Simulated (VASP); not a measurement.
# KSrBr3 (Pm-3m) in VASP: notebook

The runs below take KSrBr3 through single point, with PBE, r2SCAN.

Everything below comes from runs of VASP 6.6.1. Logs are shortened: lines on timing, memory, paths and dates and some standing lists are left out, and cuts for length are marked.

### 1 The cell of the first run

Symmetry: Pm-3m, No. 221, cubic system. Conventional cell: a = 6.044 Å, b = 6.044 Å, c = 6.044 Å, α = 90.00°, β = 90.00°, γ = 90.00°. Within 5.6 Å of K (site symmetry m-3m) lie 12 Br at 4.27 Å and 8 Sr at 5.23 Å. Sr (site symmetry m-3m) has 6 Br at 3.02 Å within 4.0 Å. Br (site symmetry 4/mmm) has 2 Sr at 3.02 Å within 4.0 Å.

### 2 Single point, PBE (volume changed by +3%)

INCAR

```
SYSTEM = KSrBr3
PREC = Accurate
ENCUT = 520
EDIFF = 1E-6
ISMEAR = 0
SIGMA = 0.01
LREAL = .False.
LASPH = .True.
NELM = 60
ALGO = Normal
ISIF = 2
LWAVE = .False.
LCHARG = .False.
GGA = PE
NBANDS = 28
```

KPOINTS

```
Automatic mesh
0
Gamma
  4 4 4
  0 0 0
```

POSCAR

```
KSrBr3
1.0
    6.0438241397      0.0000000000      0.0000000000
    0.0000000000      6.0438241397      0.0000000000
    0.0000000000      0.0000000000      6.0438241397
K Sr Br
1 1 3
Direct
    0.0000000000      0.0000000000      0.0000000000
    0.5000000000      0.5000000000      0.5000000000
    0.5000000000      0.5000000000      0.0000000000
    0.5000000000      0.0000000000      0.5000000000
    0.0000000000      0.5000000000      0.5000000000
```

Potentials or basis: VASP PAW PBE potentials, release 64 (K_sv, Sr_sv, Br).

Started as:

```sh
$ cat potpaw_PBE.64/K_sv/POTCAR potpaw_PBE.64/Sr_sv/POTCAR potpaw_PBE.64/Br/POTCAR > POTCAR
$ mpirun -np 1 vasp_std > vasp.out
```

OUTCAR:

```text
SYSTEM = KSrBr3
   PREC = Accurate
   ENCUT = 520
   EDIFF = 1E-6
   ISMEAR = 0
   LREAL = .False.
   LASPH = .True.
   NELM = 60
   ISIF = 2
   GGA = PE

 ion  position               nearest neighbor table
   1  0.000  0.000  0.000-
   2  0.500  0.500  0.500-   3 3.02   4 3.02   5 3.02   3 3.02   4 3.02   5 3.02
   3  0.500  0.500  0.000-   2 3.02   2 3.02
   4  0.500  0.000  0.500-   2 3.02   2 3.02
   5  0.000  0.500  0.500-   2 3.02   2 3.02

  LATTYP: Found a simple cubic cell.
 ALAT       =     6.0438241397

  Lattice vectors:

 A1 = (   6.0438241397,   0.0000000000,   0.0000000000)
 A2 = (   0.0000000000,   6.0438241397,   0.0000000000)
 A3 = (   0.0000000000,   0.0000000000,   6.0438241397)

Analysis of symmetry for initial positions (statically):
=====================================================================
 Subroutine PRICEL returns:
 Original cell was already a primitive cell.

 Routine SETGRP: Setting up the symmetry group for a
 simple cubic supercell.

 Subroutine GETGRP returns: Found 48 space group operations
 (whereof 48 operations were pure point group operations)
 out of a pool of 48 trial point group operations.

The static configuration has the point symmetry O_h .

Analysis of symmetry for dynamics (positions and initial velocities):
=====================================================================
 Subroutine PRICEL returns:
 Original cell was already a primitive cell.

 Routine SETGRP: Setting up the symmetry group for a
 simple cubic supercell.

 Subroutine GETGRP returns: Found 48 space group operations
 (whereof 48 operations were pure point group operations)
 out of a pool of 48 trial point group operations.

The dynamic configuration has the point symmetry O_h .

 Subroutine INISYM returns: Found 48 space group operations
 (whereof 48 operations are pure point group operations),
 and found     1 'primitive' translations

----------------------------------------------------------------------------------------

                                     Primitive cell

  volume of cell :     220.7677

  direct lattice vectors                    reciprocal lattice vectors
     6.043824140  0.000000000  0.000000000     0.165458156  0.000000000  0.000000000
     0.000000000  6.043824140  0.000000000     0.000000000  0.165458156  0.000000000
     0.000000000  0.000000000  6.043824140     0.000000000  0.000000000  0.165458156

  length of vectors
     6.043824140  6.043824140  6.043824140     0.165458156  0.165458156  0.165458156

  position of ions in fractional coordinates (direct lattice)
     0.000000000  0.000000000  0.000000000
     0.500000000  0.500000000  0.500000000
     0.500000000  0.500000000  0.000000000
     0.500000000  0.000000000  0.500000000
     0.000000000  0.500000000  0.500000000

  ion indices of the primitive-cell ions
   primitive index   ion index
                 1           1
                 2           2
                 3           3
                 4           4
                 5           5

----------------------------------------------------------------------------------------

 KPOINTS: Automatic mesh

Automatic generation of k-mesh.
 Grid dimensions read from file:
 generate k-points for:    4    4    4

 Generating k-lattice:

  Cartesian coordinates                     Fractional coordinates (reciprocal lattice)
     0.041364539  0.000000000  0.000000000     0.250000000  0.000000000  0.000000000
     0.000000000  0.041364539  0.000000000     0.000000000  0.250000000  0.000000000
     0.000000000  0.000000000  0.041364539     0.000000000  0.000000000  0.250000000

  Length of vectors
     0.041364539  0.041364539  0.041364539

  Shift w.r.t. Gamma in fractional coordinates (k-lattice)
     0.000000000  0.000000000  0.000000000

 Subroutine IBZKPT returns following result:
 ===========================================

 Found     10 irreducible k-points:

 Following reciprocal coordinates:
            Coordinates               Weight
  0.000000  0.000000  0.000000      1.000000
  0.250000  0.000000  0.000000      6.000000
  0.500000  0.000000  0.000000      3.000000
  0.250000  0.250000  0.000000     12.000000
  0.500000  0.250000  0.000000     12.000000
  0.500000  0.500000  0.000000      3.000000
  0.250000  0.250000  0.250000      8.000000
  0.500000  0.250000  0.250000     12.000000
  0.500000  0.500000  0.250000      6.000000
  0.500000  0.500000  0.500000      1.000000
   k-points           NKPTS =     10   k-points in BZ     NKDIM =     10   number of bands    NBANDS=     28
   number of dos      NEDOS =    301   number of ions     NIONS =      5
   total plane-waves  NPLWV = 110592
   dimension x,y,z NGX =    48 NGY =   48 NGZ =   48
   dimension x,y,z NGXF=    96 NGYF=   96 NGZF=   96
   ions per type =               1   1   3
   NGX,Y,Z   is equivalent  to a cutoff of  13.20, 13.20, 13.20 a.u.
   NGXF,Y,Z  is equivalent  to a cutoff of  26.41, 26.41, 26.41 a.u.
 SYSTEM =  KSrBr3
   PREC   = accura    normal or accurate (medium, high low for compatibility)
   ISTART =      0    job   : 0-new  1-cont  2-samecut
   ICHARG =      2    charge: 1-file 2-atom 10-const
   ISPIN  =      1    spin polarized calculation?
   LNONCOLLINEAR =      F non collinear calculations
   LSORBIT =      F    spin-orbit coupling
   LASPH  =      T    aspherical Exc in radial PAW
   ENCUT  =  520.0 eV  38.22 Ry    6.18 a.u.  11.24 11.24 11.24*2*pi/ulx,y,z
   NELM   =     60;   NELMIN=  2; NELMDL= -5     # of ELM steps
   EDIFF  = 0.1E-05   stopping-criterion for ELM
   LREAL  =      F    real-space projection
   EDIFFG = 0.1E-04   stopping-criterion for IOM
   NSW    =      0    number of steps for IOM
   IBRION =     -1    ionic relax: 0-MD 1-quasi-New 2-CG
   NFREE  =      0    steps in history (QN), initial steepest desc. (CG)
   ISIF   =      2    stress and relaxation
   ISYM   =      2    0-nonsym 1-usesym 2-fastsym
   POTIM  = 0.5000    time-step for ionic-motion
   TEBEG  =    0.0;   TEEND  =   0.0 temperature during run
   PSTRESS=    0.0 pullay stress
   NELECT =      40.0000    total number of electrons
   NUPDOWN=      -1.0000    fix difference up-down
   EMIN   =  10.00;   EMAX   =-10.00  energy-range for DOS
   EFERMI =   0.00;   METHOD = LEGACY
   ISMEAR =     0;   SIGMA  =   0.01  broadening in eV -4-tet -1-fermi 0-gaus
   EFERMI_NEDOS =   21; number of points for ismear=-14 and -15
   IALGO  =     38    algorithm
   IMIX   =      4    mixing-type and parameters
     AMIX     =   0.40;   BMIX     =  1.00
     AMIX_MAG =   1.60;   BMIX_MAG =  1.00
  volume/ion in A,a.u.               =      44.15       297.96
  Fermi-wavevector in a.u.,A,eV,Ry     =   0.926367  1.750580 11.675915  0.858156
  Thomas-Fermi vector in A             =   2.052322
   LORBIT       =      0    0 simple, 1 ext, 2 COOP (PROOUT), +10 PAW based schemes
   GGA     = PE    functional components
   LHFCALC =     F    Hartree Fock is set to
   AEXX    =    0.0000 exact exchange contribution
   IVDW    =     0    specifies the selected vdW correction
   LEPSILON=     F    determine dielectric tensor
   LRPA    =     F    only Hartree local field effects (RPA)
 non-spin polarized calculation
 Gauss-broadening in eV      SIGMA  =   0.01
  energy-cutoff  :      520.00
  volume of cell :      220.77
 maximum number of plane-waves:      6031
 NGX is ok and might be reduce to    48
   NGX = 23   NGY = 23   NGZ = 23

 number of electron      39.9999993 magnetization

 Free energy of the ion-electron system (eV)
  ---------------------------------------------------
  ext. energy  EPLUGINS =         0.00000000
  ---------------------------------------------------
  free energy    TOTEN  =       -17.15817268 eV

  energy without entropy =      -17.15817268  energy(sigma->0) =      -17.15817268

 E-fermi :  -1.7065     XC(G=0):  -6.7669

 val. band max:       -1.7517719560   @ k =   0.5000   0.5000   0.5000
 cond. band min:       1.9267445663   @ k =   0.0000   0.0000   0.0000
 fundamental gap:      3.6785165223
 Fermi energy:        -1.7065313110

 k-point     1 :       0.0000    0.0000    0.0000
  band No.  band energies     occupation
      1     -34.9374      2.00000
      2     -31.1946      2.00000
      3     -16.9964      2.00000
      4     -16.9964      2.00000
      5     -16.9964      2.00000
      6     -14.6382      2.00000
[... 20 lines left out ...]
     27       4.7531      0.00000
     28       5.1284      0.00000

 k-point     2 :       0.2500    0.0000    0.0000
  band No.  band energies     occupation
      1     -34.9373      2.00000
      2     -31.1946      2.00000
      3     -17.0503      2.00000
      4     -16.9961      2.00000
      5     -16.9961      2.00000
      6     -14.6476      2.00000
[... 20 lines left out ...]
     27       4.9978      0.00000
     28       5.1600      0.00000

 k-point     3 :       0.5000    0.0000    0.0000
  band No.  band energies     occupation
      1     -34.9373      2.00000
      2     -31.1946      2.00000
      3     -17.1009      2.00000
      4     -16.9958      2.00000
      5     -16.9958      2.00000
      6     -14.6558      2.00000
[... 20 lines left out ...]
     27       5.2296      0.00000
     28       5.4166      0.00000

 k-point     4 :       0.2500    0.2500    0.0000
  band No.  band energies     occupation
      1     -34.9373      2.00000
      2     -31.1946      2.00000
      3     -17.0503      2.00000
      4     -17.0497      2.00000
      5     -16.9958      2.00000
      6     -14.6461      2.00000
[... 144 lines left out ...]
     27       5.5711      0.00000
     28       5.8199      0.00000

 k-point     9 :       0.5000    0.5000    0.2500
  band No.  band energies     occupation
      1     -34.9371      2.00000
      2     -31.1945      2.00000
      3     -17.0999      2.00000
      4     -17.0999      2.00000
      5     -17.0490      2.00000
      6     -14.6413      2.00000
[... 20 lines left out ...]
     27       5.6108      0.00000
     28       6.0131      0.00000

 k-point    10 :       0.5000    0.5000    0.5000
  band No.  band energies     occupation
      1     -34.9370      2.00000
      2     -31.1945      2.00000
      3     -17.0995      2.00000
      4     -17.0995      2.00000
      5     -17.0995      2.00000
      6     -14.6395      2.00000
[... 20 lines left out ...]
     27       5.6408      0.00000
     28       6.4718      0.00000

------------------------ aborting loop because EDIFF is reached ----------------------------------------

  FORCE on cell =-STRESS in cart. coord.  units (eV):
  Direction    XX          YY          ZZ          XY          YZ          ZX
  --------------------------------------------------------------------------------------
  -------------------------------------------------------------------------------------
  Total       -0.5907082     -0.5907082     -0.5907082      0.0000000     -0.0000000      0.0000000
  in kB       -4.2869474     -4.2869474     -4.2869474      0.0000000     -0.0000000      0.0000000
  external PRESSURE =      -4.2869474 kB  Pullay stress =       0.0000000 kB

 VOLUME and BASIS-vectors are now :
 -----------------------------------------------------------------------------
  energy-cutoff  :      520.00
  volume of cell :      220.77
      direct lattice vectors                 reciprocal lattice vectors
     6.043824140  0.000000000  0.000000000     0.165458156  0.000000000  0.000000000
     0.000000000  6.043824140  0.000000000     0.000000000  0.165458156  0.000000000
     0.000000000  0.000000000  6.043824140     0.000000000  0.000000000  0.165458156

 POSITION                                       TOTAL-FORCE (eV/Angst)
 -----------------------------------------------------------------------------------
      0.00000      0.00000      0.00000         0.000000      0.000000      0.000000
      3.02191      3.02191      3.02191         0.000000      0.000000      0.000000
      3.02191      3.02191      0.00000         0.000000      0.000000      0.000000
      3.02191      0.00000      3.02191         0.000000      0.000000      0.000000
      0.00000      3.02191      3.02191         0.000000      0.000000      0.000000
 -----------------------------------------------------------------------------------
    total drift:                                0.000000     -0.000000     -0.000000

  FREE ENERGIE OF THE ION-ELECTRON SYSTEM (eV)
  ---------------------------------------------------
  free  energy   TOTEN  =       -17.1581726829 eV

  energy  without entropy=      -17.1581726829  energy(sigma->0) =      -17.15817268
```

Wall time 100 s (1 thread of Intel Xeon 8259CL, shared host); peak memory 0.35 GiB.

What came out:

```
Free energy            : -17.1582 eV
Pressure               : -0.4 GPa
Band gap on the k mesh : 3.68 eV, indirect (least direct gap 3.93 eV)
```

Levels at points of the mesh, in eV from the valence-band top:
```
           k point  band 17  band 18  band 19  band 20  band 21  band 22  band 23  band 24
(0.00, 0.00, 0.00)    -0.41    -0.25    -0.25    -0.25     3.68     5.25     5.25     5.25
(0.50, 0.00, 0.00)    -0.67    -0.50    -0.31    -0.31     5.24     5.34     5.42     6.31
(0.50, 0.50, 0.00)    -0.68    -0.65    -0.65    -0.01     5.78     6.41     6.41     6.42
(0.50, 0.50, 0.50)    -1.27     0.00     0.00     0.00     5.03     6.36     6.36     6.36
```

 A k mesh can miss the band edges.

### 3 Single point, PBE (volume changed by +6%)

INCAR

```
SYSTEM = KSrBr3
ALGO = Normal
EDIFF = 1E-7
ENCUT = 520
GGA = PE
ISIF = 2
ISMEAR = 0
LASPH = .TRUE.
LCHARG = .FALSE.
LREAL = .FALSE.
LWAVE = .FALSE.
NBANDS = 28
NELM = 60
PREC = Accurate
SIGMA = 0.01
```

KPOINTS

```
k-points
0
G
  4 4 4
  0 0 0
```

POSCAR, as its differences from that of step 2:

```diff
@@ -2,5 +2,5 @@
 1.0
-    6.0438241397      0.0000000000      0.0000000000
-    0.0000000000      6.0438241397      0.0000000000
-    0.0000000000      0.0000000000      6.0438241397
+    6.1019413986      0.0000000000      0.0000000000
+    0.0000000000      6.1019413986      0.0000000000
+    0.0000000000      0.0000000000      6.1019413986
 K Sr Br
```

Potentials or basis: VASP PAW PBE potentials, release 64 (K_sv, Sr_sv, Br).

Started as:

```sh
$ cat potpaw_PBE.64/K_sv/POTCAR potpaw_PBE.64/Sr_sv/POTCAR potpaw_PBE.64/Br/POTCAR > POTCAR
$ mpirun -np 1 vasp_std > vasp.out
```

Wall time 2.1 min (1 thread of Intel Xeon 8259CL, shared host); peak memory 0.36 GiB.

Results (log left out):

| Quantity | Value |
| --- | --- |
| Free energy | -17.1332 eV |
| Pressure | -0.8 GPa |
| Band gap on the k mesh | 3.64 eV, indirect (least direct gap 3.89 eV) |

Levels at points of the mesh, in eV from the valence-band top:
| k point | band 17 | band 18 | band 19 | band 20 | band 21 | band 22 | band 23 | band 24 |
| --- | --- | --- | --- | --- | --- | --- | --- | --- |
| (0.00, 0.00, 0.00) | -0.39 | -0.25 | -0.25 | -0.25 | 3.64 | 5.25 | 5.25 | 5.25 |
| (0.50, 0.00, 0.00) | -0.64 | -0.48 | -0.30 | -0.30 | 5.16 | 5.26 | 5.41 | 6.24 |
| (0.50, 0.50, 0.00) | -0.64 | -0.62 | -0.62 | -0.01 | 5.69 | 6.30 | 6.35 | 6.35 |
| (0.50, 0.50, 0.50) | -1.23 | 0.00 | 0.00 | 0.00 | 4.99 | 6.31 | 6.31 | 6.31 |

 A k mesh can miss the band edges.

### 4 Single point, r2SCAN (volume changed by -6%)

POSCAR, as its differences from that of step 3:

```diff
@@ -2,5 +2,5 @@
 1.0
-    6.1019413986      0.0000000000      0.0000000000
-    0.0000000000      6.1019413986      0.0000000000
-    0.0000000000      0.0000000000      6.1019413986
+    5.8168273134      0.0000000000      0.0000000000
+    0.0000000000      5.8168273134      0.0000000000
+    0.0000000000      0.0000000000      5.8168273134
 K Sr Br
```

INCAR.step1

```
SYSTEM = KSrBr3
PREC = Accurate
ENCUT = 520
ISMEAR = 0
SIGMA = 0.01
LREAL = .FALSE.
LASPH = .TRUE.
NELM = 100
NBANDS = 28
GGA = PE
ALGO = Normal
EDIFF = 1E-4
LWAVE = .TRUE.
LCHARG = .FALSE.
```

INCAR.step2

```
SYSTEM = KSrBr3
PREC = Accurate
ENCUT = 520
EDIFF = 1E-6
ISMEAR = 0
SIGMA = 0.01
LREAL = .FALSE.
LASPH = .TRUE.
NELM = 100
ALGO = Normal
ISIF = 2
LWAVE = .FALSE.
LCHARG = .FALSE.
METAGGA = R2SCAN
LMIXTAU = .TRUE.
NBANDS = 28
ISTART = 1
```

KPOINTS

```
Automatic mesh
0
G
  4 4 4
  0 0 0
```

Started as:

```sh
$ cat potpaw_PBE.64/K_sv/POTCAR potpaw_PBE.64/Sr_sv/POTCAR potpaw_PBE.64/Br/POTCAR > POTCAR
$ cp INCAR.step1 INCAR
$ mpirun -np 1 vasp_std > vasp.out
$ cp INCAR.step2 INCAR
$ mpirun -np 1 vasp_std > vasp.out
```

Wall time 8 min (1 thread of Intel Xeon 8259CL, shared host); peak memory 0.39 GiB.

The run converged. Its results:

```
Free energy            : -71.5567 eV
Pressure               : 1.4 GPa
Band gap on the k mesh : 4.51 eV, indirect (least direct gap 4.75 eV)
```

Levels at points of the mesh, in eV from the valence-band top:
```tsv
k point	band 18	band 19	band 20	band 21	band 22	band 23
(0.00, 0.00, 0.00)	-0.24	-0.24	-0.24	4.51	5.80	5.80
(0.50, 0.00, 0.00)	-0.64	-0.33	-0.33	6.01	6.28	6.30
(0.50, 0.50, 0.00)	-0.81	-0.81	-0.01	6.95	7.30	7.30
(0.50, 0.50, 0.50)	0.00	0.00	0.00	5.86	7.22	7.22
```

Caveat: the PAW data sets were made with another functional, which shifts forces and pressure a little.

### 5 The runs side by side

```csv
level,cell,gap on the mesh (eV),pressure (GPa)
PBE,"a = 6.044 Å, 5 atoms",3.68,-0.4
PBE,"a = 6.102 Å, 5 atoms",3.64,-0.8
r2SCAN,"a = 5.817 Å, 5 atoms",4.51,1.4
```

Alike in all rows: task single point; potentials or basis VASP PAW PBE potentials, release 64 (K_sv, Sr_sv, Br); no spin polarisation; k mesh 4 × 4 × 4; cutoff (eV) 520; smearing gaussian 0.01 eV.

Caveats: the PAW data sets were made with another functional, which shifts forces and pressure a little (some runs).

Total energies depend on the potentials used, so only differences within one code and one set of settings carry meaning.
